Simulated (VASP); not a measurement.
# CoCl3 (Pm-3m) in VASP: further runs

The runs below take CoCl3 through single point, with PBE+U.

All numbers are computed with VASP 6.6.1; they aren't measurements. Logs are shortened: lines on timing, memory, paths and dates and some standing lists are left out, and cuts for length are marked.

## (1) The cell of the first run

The structure is cubic, space group Pm-3m (No. 221). The conventional cell has a = 4.747 Å, b = 4.747 Å, c = 4.747 Å, α = 90.00°, β = 90.00°, γ = 90.00°. Within 3.1 Å of Co (site symmetry m-3m) lie 6 Cl at 2.37 Å. Cl (site symmetry 4/mmm) has 2 Co at 2.37 Å within 3.1 Å.

## (2) Single point, PBE+U, collinear spin (26.74 Å³/atom)

The input, INCAR:

```
SYSTEM = CoCl3
PREC = Accurate ; ENCUT = 520
EDIFF = 1E-6 ; ISMEAR = 0
SIGMA = 0.05 ; LREAL = .FALSE.
LASPH = .TRUE. ; NELM = 150
ALGO = Normal ; ISIF = 2
LWAVE = .FALSE. ; LCHARG = .FALSE.
ISPIN = 2 ; MAGMOM = 2.66 -0.1 -0.1 -0.1
LORBIT = 11 ; LMAXMIX = 4
LDAU = .TRUE. ; LDAUTYPE = 2
LDAUL = 2 -1 ; LDAUU = 3.3 0
LDAUJ = 0 0 ; LDAUPRINT = 1
GGA = PE ; NBANDS = 27
```

The input, KPOINTS:

```
Automatic mesh
0
G
  6 6 6
  0 0 0
```

The input, POSCAR:

```
CoCl3
1.0
    4.7469293279      0.0000000000      0.0000000000
    0.0000000000      4.7469293279      0.0000000000
    0.0000000000      0.0000000000      4.7469293279
Co Cl
1 3
Direct
    0.0000000000      0.0000000000      0.0000000000
    0.5000000000      0.0000000000      0.0000000000
    0.0000000000      0.0000000000      0.5000000000
    0.0000000000      0.5000000000      0.0000000000
```

Potentials or basis: VASP PAW PBE potentials, release 64 (Co, Cl).

Started as:

```sh
$ cat potpaw_PBE.64/Co/POTCAR potpaw_PBE.64/Cl/POTCAR > POTCAR
$ mpirun -np 1 vasp_std > vasp.out
```

OUTCAR:

```text
SYSTEM = CoCl3
   PREC = Accurate
   ENCUT = 520
   EDIFF = 1E-6
   ISMEAR = 0
   LREAL = .FALSE.
   LASPH = .TRUE.
   NELM = 150
   ISIF = 2
   ISPIN = 2
   LORBIT = 11
   GGA = PE

 ion  position               nearest neighbor table
   1  0.000  0.000  0.000-   2 2.37   3 2.37   4 2.37   3 2.37   4 2.37   2 2.37
   2  0.500  0.000  0.000-   1 2.37   1 2.37
   3  0.000  0.000  0.500-   1 2.37   1 2.37
   4  0.000  0.500  0.000-   1 2.37   1 2.37

  LATTYP: Found a simple cubic cell.
 ALAT       =     4.7469293279

  Lattice vectors:

 A1 = (   4.7469293279,   0.0000000000,   0.0000000000)
 A2 = (   0.0000000000,   4.7469293279,   0.0000000000)
 A3 = (   0.0000000000,   0.0000000000,   4.7469293279)

Analysis of symmetry for initial positions (statically):
=====================================================================
 Subroutine PRICEL returns:
 Original cell was already a primitive cell.

 Routine SETGRP: Setting up the symmetry group for a
 simple cubic supercell.

 Subroutine GETGRP returns: Found 48 space group operations
 (whereof 48 operations were pure point group operations)
 out of a pool of 48 trial point group operations.

The static configuration has the point symmetry O_h .

Analysis of symmetry for dynamics (positions and initial velocities):
=====================================================================
 Subroutine PRICEL returns:
 Original cell was already a primitive cell.

 Routine SETGRP: Setting up the symmetry group for a
 simple cubic supercell.

 Subroutine GETGRP returns: Found 48 space group operations
 (whereof 48 operations were pure point group operations)
 out of a pool of 48 trial point group operations.

The dynamic configuration has the point symmetry O_h .

Analysis of structural, dynamic, and magnetic symmetry:
=====================================================================
 Subroutine PRICEL returns:
 Original cell was already a primitive cell.

 Routine SETGRP: Setting up the symmetry group for a
 simple cubic supercell.

 Subroutine GETGRP returns: Found 48 space group operations
[... 173 lines left out ...]
  o =  0.9537  v =  0.0000 -0.0000  0.9999  0.0000 -0.0114  0.0000  0.0000  0.0000  0.0000  0.0000      0.0000  0.0000  0.0000  0.0000  0.0000  0.0000  0.0000  0.0000  0.0000  0.0000
  o =  0.9651  v =  0.0000  0.0674 -0.0000  0.9977  0.0000  0.0000  0.0000  0.0000  0.0000  0.0000      0.0000  0.0000  0.0000  0.0000  0.0000  0.0000  0.0000  0.0000  0.0000  0.0000
  o =  0.9651  v =  0.0000  0.9977  0.0000 -0.0674  0.0000  0.0000  0.0000  0.0000  0.0000  0.0000      0.0000  0.0000  0.0000  0.0000  0.0000  0.0000  0.0000  0.0000  0.0000  0.0000
  o =  0.9651  v =  1.0000  0.0000  0.0000  0.0000  0.0000  0.0000  0.0000  0.0000  0.0000  0.0000      0.0000  0.0000  0.0000  0.0000  0.0000  0.0000  0.0000  0.0000  0.0000  0.0000

 number of electron      29.9999982 magnetization       3.3872068

 Free energy of the ion-electron system (eV)
  ---------------------------------------------------
  ext. energy  EPLUGINS =         0.00000000
  ---------------------------------------------------
  free energy    TOTEN  =       -11.32669257 eV

  energy without entropy =      -11.31150435  energy(sigma->0) =      -11.31909846

 E-fermi :  -0.2526     XC(G=0):  -7.8887

 val. band max:       -0.2571793011   @ k =   0.3333   0.1667   0.1667
 cond. band min:      -0.2516128609   @ k =   0.3333   0.1667   0.1667
 fundamental gap:      0.0055664403
 Fermi energy:        -0.2526229756

 spin component 1

 k-point     1 :       0.0000    0.0000    0.0000
  band No.  band energies     occupation
      1     -14.8982      1.00000
      2     -13.8471      1.00000
      3     -13.8471      1.00000
      4      -4.4062      1.00000
      5      -4.4062      1.00000
      6      -4.1829      1.00000
[... 589 lines left out ...]
     26      12.4781      0.00000
     27      12.4781      0.00000
 Fermi energy:        -0.2526229756

 spin component 2

 k-point     1 :       0.0000    0.0000    0.0000
  band No.  band energies     occupation
      1     -14.6404      1.00000
      2     -13.4786      1.00000
      3     -13.4786      1.00000
      4      -3.8077      1.00000
      5      -3.8077      1.00000
      6      -3.8077      1.00000
[... 589 lines left out ...]
     26      12.6932      0.00000
     27      12.6945      0.00000

------------------------ aborting loop because EDIFF is reached ----------------------------------------

  FORCE on cell =-STRESS in cart. coord.  units (eV):
  Direction    XX          YY          ZZ          XY          YZ          ZX
  --------------------------------------------------------------------------------------
  -------------------------------------------------------------------------------------
  Total       -0.1357803     -0.1357803     -0.1357803     -0.0000000      0.0000000     -0.0000000
  in kB       -2.0338042     -2.0338042     -2.0338042     -0.0000000      0.0000000     -0.0000000
  external PRESSURE =      -2.0338042 kB  Pullay stress =       0.0000000 kB

 VOLUME and BASIS-vectors are now :
 -----------------------------------------------------------------------------
  energy-cutoff  :      520.00
  volume of cell :      106.96
      direct lattice vectors                 reciprocal lattice vectors
     4.746929328  0.000000000  0.000000000     0.210662500  0.000000000  0.000000000
     0.000000000  4.746929328  0.000000000     0.000000000  0.210662500  0.000000000
     0.000000000  0.000000000  4.746929328     0.000000000  0.000000000  0.210662500

 POSITION                                       TOTAL-FORCE (eV/Angst)
 -----------------------------------------------------------------------------------
      0.00000      0.00000      0.00000         0.000000      0.000000      0.000000
      2.37346      0.00000      0.00000         0.000000      0.000000      0.000000
      0.00000      0.00000      2.37346         0.000000      0.000000      0.000000
      0.00000      2.37346      0.00000         0.000000      0.000000      0.000000
 -----------------------------------------------------------------------------------
    total drift:                               -0.000000     -0.000000     -0.000000

  FREE ENERGIE OF THE ION-ELECTRON SYSTEM (eV)
  ---------------------------------------------------
  free  energy   TOTEN  =       -11.3266925656 eV

  energy  without entropy=      -11.3115043530  energy(sigma->0) =      -11.31909846

 total charge

# of ion       s       p       d       tot
------------------------------------------
    1        0.307   0.355   7.056   7.718
    2        1.604   3.473   0.000   5.076
    3        1.604   3.473   0.000   5.076
    4        1.604   3.473   0.000   5.076
--------------------------------------------------
tot          5.119  10.773   7.056  22.948

 magnetization (x)

# of ion       s       p       d       tot
------------------------------------------
    1        0.024   0.022   2.527   2.573
    2        0.012   0.198   0.000   0.210
    3        0.012   0.198   0.000   0.210
    4        0.012   0.198   0.000   0.210
--------------------------------------------------
tot          0.059   0.618   2.527   3.203
```

stdout:

```text
POSCAR found type information on POSCAR CoCl
 POSCAR found :  2 types and       4 ions
 scaLAPACK will be used
 LDA part: xc-table for (Slater+PW92), standard interpolation
 POSCAR, INCAR and KPOINTS ok, starting setup
 FFT: planning ... GRIDC
 FFT: planning ... GRID_SOFT
 FFT: planning ... GRID
 WAVECAR not read
 entering main loop
```

Run time: 8.2 min. Hardware: 1 thread of Oxide Virtual Turin-like, shared host; peak memory 0.25 GiB.

Results:

```
Free energy                                           : -11.3267 eV
Pressure                                              : -0.2 GPa
Net moment                                            : 3.39 μB per cell
Site moments                                          : Co +2.57; Cl +0.21 μB
Valence electrons inside the program's atomic spheres : Co 7.72; Cl 5.08
```

Levels at points of the mesh, in eV from the Fermi level:
Spin up:
```
           k point  band 13  band 14  band 15  band 16  band 17  band 18  band 19  band 20  band 21  band 22
(0.00, 0.00, 0.00)    -1.08    -1.08    -0.78    -0.78    -0.78     3.68     6.55     9.67     9.67     9.73
(0.50, 0.00, 0.00)    -1.27    -1.12    -1.12    -0.89    -0.89     6.59     8.57     8.65    10.16    10.20
(0.50, 0.50, 0.00)    -1.62    -1.10    -1.10    -0.22     0.46     8.66     8.66     8.90     9.10    10.23
(0.50, 0.50, 0.50)    -0.21    -0.21    -0.21     0.47     0.47     7.32     7.57     7.57     7.57    11.80
```
Spin down:
```tsv
k point	band 10	band 11	band 12	band 13	band 14	band 15	band 16	band 17
(0.00, 0.00, 0.00)	-0.74	-0.74	-0.74	-0.50	-0.50	-0.50	1.55	1.55
(0.50, 0.00, 0.00)	-0.94	-0.93	-0.59	-0.59	0.15	0.15	1.55	2.16
(0.50, 0.50, 0.00)	-1.30	-1.30	0.06	0.14	0.16	0.16	1.76	3.79
(0.50, 0.50, 0.50)	0.07	0.07	0.07	0.15	0.15	0.15	3.79	3.79
```

Eigenvalues of the final occupation matrices:
```
    site  spin  trace               eigenvalues
site 1 d     1   4.80  0.95 0.95 0.97 0.97 0.97
site 1 d     2   2.28  0.17 0.17 0.65 0.65 0.65
```

Caveat: a cell with one magnetic atom can't hold antiferromagnetic order, which such compounds often take.

## (3) Single point, PBE+U, collinear spin, ferromagnetic start

This run uses another cell than the first one, of 27.29 Å³/atom.

The input, INCAR:

```
ALGO = Normal ; EDIFF = 1E-7
ENCUT = 520 ; GGA = PE
ISIF = 2 ; ISMEAR = 0
ISPIN = 2 ; LASPH = T
LCHARG = F ; LDAU = T
LDAUJ = 0 0 ; LDAUL = 2 -1
LDAUPRINT = 1 ; LDAUTYPE = 2
LDAUU = 3.3 0 ; LMAXMIX = 4
LORBIT = 11 ; LREAL = F
LWAVE = F ; MAGMOM = 2.68 0 0 0
NBANDS = 27 ; NELM = 150
PREC = Accurate ; SIGMA = 0.05
```

The input, KPOINTS:

```
k-points
0
Gamma
  6 6 6
```

The input, POSCAR:

```
CoCl3
1.0
    4.7790041477      0.0000000000      0.0000000000
    0.0000000000      4.7790041477      0.0000000000
    0.0000000000      0.0000000000      4.7790041477
Co Cl
1 3
Direct
    0.0000000000      0.0000000000      0.0000000000
    0.5000000000      0.0000000000      0.0000000000
    0.0000000000      0.0000000000      0.5000000000
    0.0000000000      0.5000000000      0.0000000000
```

Potentials or basis: VASP PAW PBE potentials, release 64 (Co, Cl).

Started as:

```sh
$ cat potpaw_PBE.64/Co/POTCAR potpaw_PBE.64/Cl/POTCAR > POTCAR
$ mpirun -np 1 vasp_std > vasp.out
```

Run time: 2.6 min. Hardware: 1 thread of Oxide Virtual Turin-like, shared host; peak memory 0.25 GiB.

It converged, with:

- Free energy: -11.3196 eV
- Pressure: -0.4 GPa
- Net moment: 3.81 μB per cell
- Site moments: Co +2.74; Cl +0.28 μB
- Valence electrons inside the program's atomic spheres: Co 7.66; Cl 5.08

Levels at points of the mesh, in eV from the Fermi level:
Spin up:
| k point | band 13 | band 14 | band 15 | band 16 | band 17 | band 18 | band 19 | band 20 | band 21 | band 22 |
| --- | --- | --- | --- | --- | --- | --- | --- | --- | --- | --- |
| (0.00, 0.00, 0.00) | -1.09 | -1.09 | -0.80 | -0.80 | -0.80 | 3.53 | 6.52 | 9.65 | 9.65 | 9.68 |
| (0.50, 0.00, 0.00) | -1.27 | -1.18 | -1.18 | -0.91 | -0.91 | 6.37 | 8.52 | 8.61 | 9.98 | 10.15 |
| (0.50, 0.50, 0.00) | -1.61 | -1.15 | -1.15 | -0.26 | 0.26 | 8.54 | 8.54 | 8.63 | 9.06 | 10.21 |
| (0.50, 0.50, 0.50) | -0.26 | -0.26 | -0.26 | 0.27 | 0.27 | 7.34 | 7.48 | 7.48 | 7.48 | 11.43 |
Spin down:
```csv
k point,band 10,band 11,band 12,band 13,band 14,band 15,band 16,band 17
"(0.00, 0.00, 0.00)",-0.69,-0.69,-0.69,-0.45,-0.45,-0.45,1.45,1.45
"(0.50, 0.00, 0.00)",-0.89,-0.88,-0.54,-0.54,0.17,0.17,1.45,2.04
"(0.50, 0.50, 0.00)",-1.24,-1.24,0.07,0.16,0.17,0.17,1.65,3.66
"(0.50, 0.50, 0.50)",0.08,0.08,0.08,0.17,0.17,0.17,3.66,3.66
```

Eigenvalues of the final occupation matrices:
| site | spin | trace | eigenvalues |
| --- | --- | --- | --- |
| site 1 d | 1 | 4.87 | 0.97 0.97 0.97 0.98 0.98 |
| site 1 d | 2 | 2.17 | 0.17 0.17 0.61 0.61 0.61 |

Caveat: a cell with one magnetic atom can't hold antiferromagnetic order, which such compounds often take. The state reached can hang on the start; a lower one may exist.

## (4) Single point, PBE+U, collinear spin (27.83 Å³/atom)

This run uses another cell than the first one, of 27.83 Å³/atom.

The input, INCAR:

```
SYSTEM = CoCl3
PREC = Accurate ; ENCUT = 520
EDIFF = 1E-6 ; ISMEAR = 0
SIGMA = 0.05 ; LREAL = .FALSE.
LASPH = .TRUE. ; NELM = 150
ALGO = Normal ; ISIF = 2
LWAVE = .FALSE. ; LCHARG = .FALSE.
ISPIN = 2 ; MAGMOM = 2.71 -0.12 -0.12 -0.12
LORBIT = 11 ; LMAXMIX = 4
LDAU = .TRUE. ; LDAUTYPE = 2
LDAUL = 2 -1 ; LDAUU = 3.3 0
LDAUJ = 0 0 ; LDAUPRINT = 1
GGA = PE ; NBANDS = 27
```

The input, KPOINTS:

```
regular mesh
0
G
  6 6 6
  0 0 0
```

The input, POSCAR:

```
CoCl3
1.0
    4.8106541042      0.0000000000      0.0000000000
    0.0000000000      4.8106541042      0.0000000000
    0.0000000000      0.0000000000      4.8106541042
Co Cl
1 3
Direct
    0.0000000000      0.0000000000      0.0000000000
    0.5000000000      0.0000000000      0.0000000000
    0.0000000000      0.0000000000      0.5000000000
    0.0000000000      0.5000000000      0.0000000000
```

Started as:

```sh
$ cat potpaw_PBE.64/Co/POTCAR potpaw_PBE.64/Cl/POTCAR > POTCAR
$ mpirun -np 1 vasp_std > vasp.out
```

Wall time 2.3 min (1 thread of Oxide Virtual Turin-like, shared host); peak memory 0.26 GiB.

The run converged. Its results:

- Free energy: -11.3107 eV
- Pressure: -1.0 GPa
- Net moment: 3.84 μB per cell
- Site moments: Co +2.75; Cl +0.28 μB
- Valence electrons inside the program's atomic spheres: Co 7.63; Cl 5.07

Levels at points of the mesh, in eV from the Fermi level:
Spin up:
```
           k point  band 13  band 14  band 15  band 16  band 17  band 18  band 19  band 20  band 21  band 22
(0.00, 0.00, 0.00)    -1.06    -1.06    -0.79    -0.79    -0.79     3.45     6.54     9.67     9.67     9.70
(0.50, 0.00, 0.00)    -1.24    -1.16    -1.16    -0.89    -0.89     6.23     8.52     8.61     9.87    10.16
(0.50, 0.50, 0.00)    -1.57    -1.13    -1.13    -0.27     0.21     8.45     8.48     8.48     9.05    10.24
(0.50, 0.50, 0.50)    -0.26    -0.26    -0.26     0.22     0.22     7.40     7.44     7.44     7.44    11.16
```
Spin down:
| k point | band 10 | band 11 | band 12 | band 13 | band 14 | band 15 | band 16 | band 17 |
| --- | --- | --- | --- | --- | --- | --- | --- | --- |
| (0.00, 0.00, 0.00) | -0.66 | -0.66 | -0.66 | -0.43 | -0.43 | -0.43 | 1.49 | 1.49 |
| (0.50, 0.00, 0.00) | -0.86 | -0.84 | -0.51 | -0.51 | 0.16 | 0.16 | 1.49 | 2.05 |
| (0.50, 0.50, 0.00) | -1.19 | -1.19 | 0.07 | 0.16 | 0.17 | 0.17 | 1.68 | 3.62 |
| (0.50, 0.50, 0.50) | 0.08 | 0.08 | 0.08 | 0.17 | 0.17 | 0.17 | 3.62 | 3.62 |

Eigenvalues of the final occupation matrices:
```tsv
site	spin	trace	eigenvalues
site 1 d	1	4.87	0.97 0.97 0.97 0.98 0.98
site 1 d	2	2.16	0.16 0.16 0.61 0.61 0.61
```

Caveat: a cell with one magnetic atom can't hold antiferromagnetic order, which such compounds often take.

## (5) Summary

| spin | cell | gap on the mesh (eV) | pressure (GPa) | moment (μB) |
| --- | --- | --- | --- | --- |
| collinear | a = 4.747 Å, 4 atoms | none | -0.2 | 3.39 |
| collinear, ferromagnetic start | a = 4.779 Å, 4 atoms | none | -0.4 | 3.81 |
| collinear | a = 4.811 Å, 4 atoms | none | -1.0 | 3.84 |

Alike in all rows: task single point; level PBE+U; potentials or basis VASP PAW PBE potentials, release 64 (Co, Cl); Co d U = 3.3 eV; k mesh 6 × 6 × 6; cutoff (eV) 520; smearing gaussian 0.05 eV.

Caveats: a cell with one magnetic atom can't hold antiferromagnetic order, which such compounds often take.

Absolute energies hang on the potentials; compare differences alone.
